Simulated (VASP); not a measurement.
# Si3F4 (F-43m) in VASP: notebook

The runs below take Si3F4 through single point, with PBE.

Everything below comes from runs of VASP 6.6.1. Logs are shortened: lines on timing, memory, paths and dates and some standing lists are left out, and cuts for length are marked.

### 1 The cell of the first run

The structure is cubic, space group F-43m (No. 216). Conventional cell: a = 7.428 Å, b = 7.428 Å, c = 7.428 Å, α = 90.00°, β = 90.00°, γ = 90.00°. Within 4.2 Å of Si (site symmetry -43m) lie 8 Si at 3.22 Å and 24 F at 3.39 to 4.11 Å. Si (site symmetry -43m) has 4 F at 2.59 Å and 4 Si at 3.22 Å within 3.4 Å. Within 4.0 Å of Si (site symmetry -43m) lie 16 F at 3.07 to 3.84 Å and 10 Si at 3.22 to 3.71 Å. Within 1.4 Å of F (site symmetry 3m) lie 3 F at 1.02 Å.

### 2 Single point, PBE, collinear spin, ferromagnetic start

INCAR reads:

```
ALGO = Normal
EDIFF = 1E-6
ENCUT = 520
GGA = PE
ISIF = 2
ISMEAR = 0
ISPIN = 2
LASPH = T
LCHARG = T
LELF = T
LORBIT = 11
LREAL = F
LVHAR = T
LWAVE = F
MAGMOM = 0 0 0 1 1 1 1
NBANDS = 33
NELM = 150
PREC = Accurate
SIGMA = 0.1
```

KPOINTS reads:

```
k-points
0
Gamma
  4 4 4
```

POSCAR reads:

```
Si3F4
1.0
    0.0000000000      3.7141017400      3.7141017400
    3.7141017400      0.0000000000      3.7141017400
    3.7141017400      3.7141017400      0.0000000000
Si F
3 4
Direct
    0.7500000000      0.7500000000      0.7500000000
    0.0000000000      0.0000000000      0.0000000000
    0.5000000000      0.5000000000      0.5000000000
    0.2016145000      0.2016145000      0.2016145000
    0.2016145000      0.2016145000      0.3951565000
    0.2016145000      0.3951565000      0.2016145000
    0.3951565000      0.2016145000      0.2016145000
```

Potentials or basis: VASP PAW PBE potentials, release 64 (Si, F).

On the command line:

```bash
cat potpaw_PBE.64/Si/POTCAR potpaw_PBE.64/F/POTCAR > POTCAR
mpirun -np 1 vasp_std > vasp.out
```

OUTCAR:

```text
EDIFF = 1E-6
   ENCUT = 520
   GGA = PE
   ISIF = 2
   ISMEAR = 0
   ISPIN = 2
   LASPH = T
   LORBIT = 11
   LREAL = F
   NELM = 150
   PREC = Accurate

 ion  position               nearest neighbor table
   1  0.750  0.750  0.750-
   2  0.000  0.000  0.000-
   3  0.500  0.500  0.500-
   4  0.202  0.202  0.202-   5 1.02   6 1.02   7 1.02
   5  0.202  0.202  0.395-   4 1.02   6 1.02   7 1.02
   6  0.202  0.395  0.202-   4 1.02   5 1.02   7 1.02
   7  0.395  0.202  0.202-   4 1.02   5 1.02   6 1.02

  LATTYP: Found a face centered cubic cell.
 ALAT       =     7.4282034800

  Lattice vectors:

 A1 = (   0.0000000000,   3.7141017400,   3.7141017400)
 A2 = (   3.7141017400,   0.0000000000,   3.7141017400)
 A3 = (   3.7141017400,   3.7141017400,   0.0000000000)

Analysis of symmetry for initial positions (statically):
=====================================================================
 Subroutine PRICEL returns:
 Original cell was already a primitive cell.

 Routine SETGRP: Setting up the symmetry group for a
 face centered cubic supercell.

 Subroutine GETGRP returns: Found 24 space group operations
 (whereof 24 operations were pure point group operations)
 out of a pool of 48 trial point group operations.

The static configuration has the point symmetry T_d .

Analysis of symmetry for dynamics (positions and initial velocities):
=====================================================================
 Subroutine PRICEL returns:
 Original cell was already a primitive cell.

 Routine SETGRP: Setting up the symmetry group for a
 face centered cubic supercell.

 Subroutine GETGRP returns: Found 24 space group operations
 (whereof 24 operations were pure point group operations)
 out of a pool of 48 trial point group operations.

The dynamic configuration has the point symmetry T_d .

Analysis of structural, dynamic, and magnetic symmetry:
=====================================================================
 Subroutine PRICEL returns:
 Original cell was already a primitive cell.

 Routine SETGRP: Setting up the symmetry group for a
 face centered cubic supercell.

 Subroutine GETGRP returns: Found 24 space group operations
 (whereof 24 operations were pure point group operations)
 out of a pool of 48 trial point group operations.

The overall configuration has the point symmetry T_d .

 Subroutine INISYM returns: Found 24 space group operations
 (whereof 24 operations are pure point group operations),
 and found     1 'primitive' translations

----------------------------------------------------------------------------------------

                                     Primitive cell

  volume of cell :     102.4687

  direct lattice vectors                    reciprocal lattice vectors
     0.000000000  3.714101740  3.714101740    -0.134622053  0.134622053  0.134622053
     3.714101740  0.000000000  3.714101740     0.134622053 -0.134622053  0.134622053
     3.714101740  3.714101740  0.000000000     0.134622053  0.134622053 -0.134622053

  length of vectors
     5.252533053  5.252533053  5.252533053     0.233172235  0.233172235  0.233172235

  position of ions in fractional coordinates (direct lattice)
     0.750000000  0.750000000  0.750000000
     0.000000000  0.000000000  0.000000000
     0.500000000  0.500000000  0.500000000
     0.201614500  0.201614500  0.201614500
     0.201614500  0.201614500  0.395156500
     0.201614500  0.395156500  0.201614500
     0.395156500  0.201614500  0.201614500

  ion indices of the primitive-cell ions
   primitive index   ion index
                 1           1
                 2           2
                 3           3
                 4           4
                 5           5
                 6           6
                 7           7

----------------------------------------------------------------------------------------

 KPOINTS: k-points

Automatic generation of k-mesh.
 Grid dimensions read from file:
 generate k-points for:    4    4    4

 Generating k-lattice:

  Cartesian coordinates                     Fractional coordinates (reciprocal lattice)
    -0.033655513  0.033655513  0.033655513     0.250000000  0.000000000  0.000000000
     0.033655513 -0.033655513  0.033655513     0.000000000  0.250000000  0.000000000
     0.033655513  0.033655513 -0.033655513     0.000000000  0.000000000  0.250000000

  Length of vectors
     0.058293059  0.058293059  0.058293059

  Shift w.r.t. Gamma in fractional coordinates (k-lattice)
     0.000000000  0.000000000  0.000000000

 Subroutine IBZKPT returns following result:
 ===========================================

 Found      8 irreducible k-points:

 Following reciprocal coordinates:
            Coordinates               Weight
  0.000000  0.000000  0.000000      1.000000
  0.250000  0.000000  0.000000      8.000000
  0.500000  0.000000  0.000000      4.000000
  0.250000  0.250000  0.000000      6.000000
  0.500000  0.250000  0.000000     24.000000
[... 74 lines left out ...]
 Fermi energy:         5.6919751158

 spin component 1

 k-point     1 :       0.0000    0.0000    0.0000
  band No.  band energies     occupation
      1     -66.6867      1.00000
      2     -33.5920      1.00000
      3     -33.5920      1.00000
      4     -33.5920      1.00000
      5     -17.7746      1.00000
      6     -15.0737      1.00000
[... 24 lines left out ...]
     31      15.8791      0.00000
     32      16.2147      0.00000

 k-point     2 :       0.2500    0.0000    0.0000
  band No.  band energies     occupation
      1     -66.6893      1.00000
      2     -33.5933      1.00000
      3     -33.5927      1.00000
      4     -33.5927      1.00000
      5     -17.7622      1.00000
      6     -15.0736      1.00000
[... 24 lines left out ...]
     31      14.4305      0.00000
     32      14.8293      0.00000
[... 173 lines left out ...]
     31      12.7637      0.00000
     32      12.7945      0.00000

 k-point     8 :      -0.2500    0.5000    0.2500
  band No.  band energies     occupation
      1     -66.6882      1.00000
      2     -33.5937      1.00000
      3     -33.5929      1.00000
      4     -33.5922      1.00000
      5     -17.7416      1.00000
      6     -15.0747      1.00000
[... 24 lines left out ...]
     31      13.0812      0.00000
     32      13.3292      0.00000
 Fermi energy:         5.6919751158

 spin component 2

 k-point     1 :       0.0000    0.0000    0.0000
  band No.  band energies     occupation
      1     -66.6846      1.00000
      2     -33.5905      1.00000
      3     -33.5905      1.00000
      4     -33.5905      1.00000
      5     -17.7736      1.00000
      6     -15.0725      1.00000
[... 24 lines left out ...]
     31      15.8807      0.00000
     32      16.2176      0.00000

 k-point     2 :       0.2500    0.0000    0.0000
  band No.  band energies     occupation
      1     -66.6872      1.00000
      2     -33.5918      1.00000
      3     -33.5912      1.00000
      4     -33.5912      1.00000
      5     -17.7612      1.00000
      6     -15.0724      1.00000
[... 24 lines left out ...]
     31      14.4331      0.00000
     32      14.8320      0.00000
[... 173 lines left out ...]
     31      12.7659      0.00000
     32      12.7964      0.00000

 k-point     8 :      -0.2500    0.5000    0.2500
  band No.  band energies     occupation
      1     -66.6860      1.00000
      2     -33.5922      1.00000
      3     -33.5914      1.00000
      4     -33.5907      1.00000
      5     -17.7405      1.00000
      6     -15.0735      1.00000
[... 24 lines left out ...]
     31      13.0835      0.00000
     32      13.3313      0.00000
 [bands above 32 left out]

------------------------ aborting loop because EDIFF is reached ----------------------------------------

  FORCE on cell =-STRESS in cart. coord.  units (eV):
  Direction    XX          YY          ZZ          XY          YZ          ZX
  --------------------------------------------------------------------------------------
  -------------------------------------------------------------------------------------
  Total      179.6974814    179.6974814    179.6974814      0.0000000      0.0000000      0.0000000
  in kB     2809.7080025   2809.7080025   2809.7080025      0.0000000      0.0000000      0.0000000
  external PRESSURE =    2809.7080025 kB  Pullay stress =       0.0000000 kB

 VOLUME and BASIS-vectors are now :
 -----------------------------------------------------------------------------
  energy-cutoff  :      520.00
  volume of cell :      102.47
      direct lattice vectors                 reciprocal lattice vectors
     0.000000000  3.714101740  3.714101740    -0.134622053  0.134622053  0.134622053
     3.714101740  0.000000000  3.714101740     0.134622053 -0.134622053  0.134622053
     3.714101740  3.714101740  0.000000000     0.134622053  0.134622053 -0.134622053

 POSITION                                       TOTAL-FORCE (eV/Angst)
 -----------------------------------------------------------------------------------
      5.57115      5.57115      5.57115         0.000000     -0.000000     -0.000000
      0.00000      0.00000      0.00000         0.000000     -0.000000     -0.000000
      3.71410      3.71410      3.71410         0.000000     -0.000000     -0.000000
      1.49763      1.49763      1.49763      -128.880113   -128.880113   -128.880113
      2.21647      2.21647      1.49763       128.880113    128.880113   -128.880113
      2.21647      1.49763      2.21647       128.880113   -128.880113    128.880113
      1.49763      2.21647      2.21647      -128.880113    128.880113    128.880113
 -----------------------------------------------------------------------------------
    total drift:                               -0.000003     -0.000003     -0.000004

  FREE ENERGIE OF THE ION-ELECTRON SYSTEM (eV)
  ---------------------------------------------------
  free  energy   TOTEN  =       109.5508141668 eV

  energy  without entropy=      109.5882030164  energy(sigma->0) =      109.56950859

 total charge

# of ion       s       p       d       tot
------------------------------------------
    1        0.907   0.560   0.000   1.467
    2        0.950   0.534   0.000   1.484
    3        0.888   0.601   0.000   1.489
    4        1.945   4.990   0.000   6.935
    5        1.945   4.990   0.000   6.935
    6        1.945   4.990   0.000   6.935
    7        1.945   4.990   0.000   6.935
--------------------------------------------------
tot         10.523  21.657   0.000  32.180

 magnetization (x)

# of ion       s       p       d       tot
------------------------------------------
    1        0.000   0.001   0.000   0.001
    2        0.000   0.001   0.000   0.001
    3        0.000   0.001   0.000   0.001
    4        0.000   0.000   0.000   0.000
    5        0.000   0.000   0.000   0.000
    6        0.000   0.000   0.000   0.000
    7        0.000   0.000   0.000   0.000
--------------------------------------------------
tot          0.001   0.003   0.000   0.004
```

It took 38 s on 1 thread of Intel Xeon 6975P-C (Granite Rapids), shared host; peak memory 0.28 GiB.

Results:

| Property | Result |
| --- | --- |
| Free energy | 109.5508 eV |
| Pressure | 281.0 GPa |
| Largest force | 223.227 eV/Å |
| Band gap on the k mesh | zero (filled and empty bands overlap) |
| Net moment | 0.01 μB per cell |
| Valence electrons inside the program's atomic spheres | Si 1.47, 1.48, 1.49; F 6.93 |

Forces on the atoms (eV/Å):
```
Si     0.000    0.000    0.000
Si     0.000    0.000    0.000
Si     0.000    0.000    0.000
F   -128.880 -128.880 -128.880
F    128.880  128.880 -128.880
F    128.880 -128.880  128.880
F   -128.880  128.880  128.880
```

Levels at points of the mesh, in eV from the Fermi level:
Spin up:
| k point | band 16 | band 17 | band 18 | band 19 | band 20 | band 21 | band 22 | band 23 | band 24 | band 25 |
| --- | --- | --- | --- | --- | --- | --- | --- | --- | --- | --- |
| (0.00, 0.00, 0.00) | -1.69 | -1.36 | -1.36 | -1.36 | -1.10 | -1.10 | -1.10 | 0.02 | 0.02 | 0.02 |
| (0.50, 0.00, 0.00) | -1.97 | -1.97 | -1.35 | -1.03 | -1.03 | -0.72 | 0.29 | 1.99 | 1.99 | 2.80 |
| (0.50, 0.50, 0.00) | -1.49 | -1.30 | -1.30 | -0.45 | 1.13 | 1.22 | 1.22 | 1.85 | 1.85 | 1.95 |
Spin down:
```csv
k point,band 16,band 17,band 18,band 19,band 20,band 21,band 22,band 23,band 24,band 25
"(0.00, 0.00, 0.00)",-1.69,-1.35,-1.35,-1.35,-1.10,-1.10,-1.10,0.02,0.02,0.02
"(0.50, 0.00, 0.00)",-1.97,-1.97,-1.35,-1.03,-1.03,-0.72,0.30,1.99,1.99,2.80
"(0.50, 0.50, 0.00)",-1.49,-1.30,-1.30,-0.44,1.14,1.22,1.22,1.85,1.85,1.96
```

Caveat: the k points lie up to 0.37 Å⁻¹ apart; the standard files for N, O and F lose accuracy on very short bonds; forces of over 1 eV/Å act on the atoms, so gaps and moduli don't describe the material at rest.

### 3 Single point, PBE

This run uses another cell than the first one, of 15.99 Å³/atom, 1.092 times its volume.

INCAR reads:

```
ALGO = Normal
EDIFF = 1E-6
ENCUT = 520
GGA = PE
ISIF = 2
ISMEAR = 0
LASPH = T
LCHARG = F
LREAL = F
LWAVE = F
NBANDS = 29
NELM = 100
PREC = Accurate
SIGMA = 0.1
```

KPOINTS reads:

```
k-points
0
Gamma
  8 8 8
```

POSCAR reads:

```
Si3F4
1.0
    0.0000000000      3.8251071449      3.8251071449
    3.8251071449      0.0000000000      3.8251071449
    3.8251071449      3.8251071449      0.0000000000
Si F
3 4
Direct
    0.2500000000      0.2500000000      0.2500000000
    0.0000000000      0.0000000000      0.0000000000
    0.5000000000      0.5000000000      0.5000000000
    0.8806240122      0.3581279635      0.8806240122
    0.8806240122      0.8806240122      0.8806240122
    0.3581279635      0.8806240122      0.8806240122
    0.8806240122      0.8806240122      0.3581279635
```

Potentials or basis: VASP PAW PBE potentials, release 64 (Si, F).

On the command line:

```bash
cat potpaw_PBE.64/Si/POTCAR potpaw_PBE.64/F/POTCAR > POTCAR
mpirun -np 1 vasp_std > vasp.out
```

It took 37 s on 1 thread of Intel Xeon 6975P-C (Granite Rapids), shared host; peak memory 0.26 GiB.

The run converged. Its results:

```
Free energy            : -32.7926 eV
Pressure               : 0.5 GPa
Largest force          : 0.246 eV/Å
Band gap on the k mesh : zero (band 20 reaches 3.24 eV, above the bottom of band 21 at 3.06 eV)
```

Forces in eV/Å, atoms in the order of the input:
```
Si   0.000  0.000  0.000
Si   0.000  0.000  0.000
Si   0.000  0.000  0.000
F    0.142 -0.142  0.142
F   -0.142 -0.142 -0.142
F   -0.142  0.142  0.142
F    0.142  0.142 -0.142
```

Levels at points of the mesh, in eV from the Fermi level:
| k point | band 17 | band 18 | band 19 | band 20 | band 21 | band 22 | band 23 | band 24 |
| --- | --- | --- | --- | --- | --- | --- | --- | --- |
| (0.00, 0.00, 0.00) | -5.67 | -4.14 | -0.23 | -0.23 | -0.23 | 2.37 | 2.37 | 2.37 |
| (0.50, 0.00, 0.00) | -5.47 | -5.42 | -0.31 | -0.05 | -0.05 | 2.50 | 2.50 | 3.29 |
| (0.50, 0.50, 0.00) | -5.34 | -5.17 | -0.33 | -0.33 | 0.89 | 1.50 | 3.11 | 3.11 |

### 4 Single point, PBE, collinear spin, ferromagnetic start

This run uses another cell than the first one, of 16.06 Å³/atom, 1.097 times its volume.

INCAR reads:

```
SYSTEM = Si3F4
PREC = Accurate
ENCUT = 520
EDIFF = 1E-7
ISMEAR = 0
SIGMA = 0.1
LREAL = .FALSE.
LASPH = .TRUE.
NELM = 150
ALGO = Normal
ISIF = 2
LWAVE = .FALSE.
LCHARG = .TRUE.
ISPIN = 2
MAGMOM = 0 0 0 1 1 1 1
LORBIT = 11
GGA = PE
LELF = .TRUE.
LVHAR = .TRUE.
NBANDS = 33
```

KPOINTS reads:

```
regular mesh
0
G
  4 4 4
  0 0 0
```

POSCAR reads:

```
Si3F4
1.0
    0.0000000000      3.8305726005      3.8305726005
    3.8305726005      0.0000000000      3.8305726005
    3.8305726005      3.8305726005      0.0000000000
Si F
3 4
Direct
    0.2500000000      0.2500000000      0.2500000000
    0.0000000000      0.0000000000      0.0000000000
    0.5000000000      0.5000000000      0.5000000000
    0.8807912804      0.3576261589      0.8807912804
    0.8807912804      0.8807912804      0.8807912804
    0.3576261589      0.8807912804      0.8807912804
    0.8807912804      0.8807912804      0.3576261589
```

On the command line:

```bash
cat potpaw_PBE.64/Si/POTCAR potpaw_PBE.64/F/POTCAR > POTCAR
mpirun -np 1 vasp_std > vasp.out
```

Run time: 32 s. Hardware: 1 thread of Intel Xeon 6975P-C (Granite Rapids), shared host; peak memory 0.29 GiB.

The run converged. Its results:

| Quantity | Value |
| --- | --- |
| Free energy | -32.7502 eV |
| Pressure | 0.4 GPa |
| Largest force | 0.243 eV/Å |
| Band gap on the k mesh | zero (filled and empty bands overlap) |
| Net moment | 0.00 μB per cell |
| Valence electrons inside the program's atomic spheres | Si 1.50, 1.61, 1.45; F 6.15 |

Forces on the atoms (eV/Å):
```
Si   0.000  0.000  0.000
Si   0.000  0.000  0.000
Si   0.000  0.000  0.000
F    0.140 -0.140  0.140
F   -0.140 -0.140 -0.140
F   -0.140  0.140  0.140
F    0.140  0.140 -0.140
```

Levels at points of the mesh, in eV from the Fermi level:
Spin up:
```tsv
k point	band 16	band 17	band 18	band 19	band 20	band 21	band 22	band 23	band 24	band 25
(0.00, 0.00, 0.00)	-5.67	-5.67	-4.14	-0.21	-0.21	-0.21	2.37	2.37	2.37	4.58
(0.50, 0.00, 0.00)	-5.66	-5.47	-5.41	-0.30	-0.03	-0.03	2.50	2.50	3.29	5.47
(0.50, 0.50, 0.00)	-5.88	-5.33	-5.17	-0.32	-0.32	0.90	1.51	3.11	3.11	5.60
```
Spin down:
| k point | band 18 | band 19 | band 20 | band 21 | band 22 | band 23 |
| --- | --- | --- | --- | --- | --- | --- |
| (0.00, 0.00, 0.00) | -4.14 | -0.21 | -0.21 | -0.21 | 2.37 | 2.37 |
| (0.50, 0.00, 0.00) | -5.41 | -0.30 | -0.04 | -0.04 | 2.50 | 2.50 |
| (0.50, 0.50, 0.00) | -5.17 | -0.32 | -0.32 | 0.90 | 1.51 | 3.11 |

### 5 The runs side by side

| spin | cell | k mesh | gap on the mesh (eV) | pressure (GPa) | moment (μB) | largest force (eV/Å) |
| --- | --- | --- | --- | --- | --- | --- |
| collinear, ferromagnetic start | a = 5.253 Å, angles 60.0°, 7 atoms | 4 × 4 × 4 | none | 281.0 | 0.01 | 223.23 |
| off | a = 5.410 Å, angles 60.0°, 7 atoms | 8 × 8 × 8 | none | 0.5 | - | 0.25 |
| collinear, ferromagnetic start | a = 5.417 Å, angles 60.0°, 7 atoms | 4 × 4 × 4 | none | 0.4 | 0.00 | 0.24 |

Alike in all rows: task single point; level PBE; potentials or basis VASP PAW PBE potentials, release 64 (Si, F); cutoff (eV) 520; smearing gaussian 0.1 eV.

Caveats: some runs use coarse meshes; the standard files for N, O and F lose accuracy on very short bonds (some runs); forces of over 1 eV/Å act on the atoms, so gaps and moduli don't describe the material at rest (some runs).

Absolute energies hang on the potentials; compare differences alone.
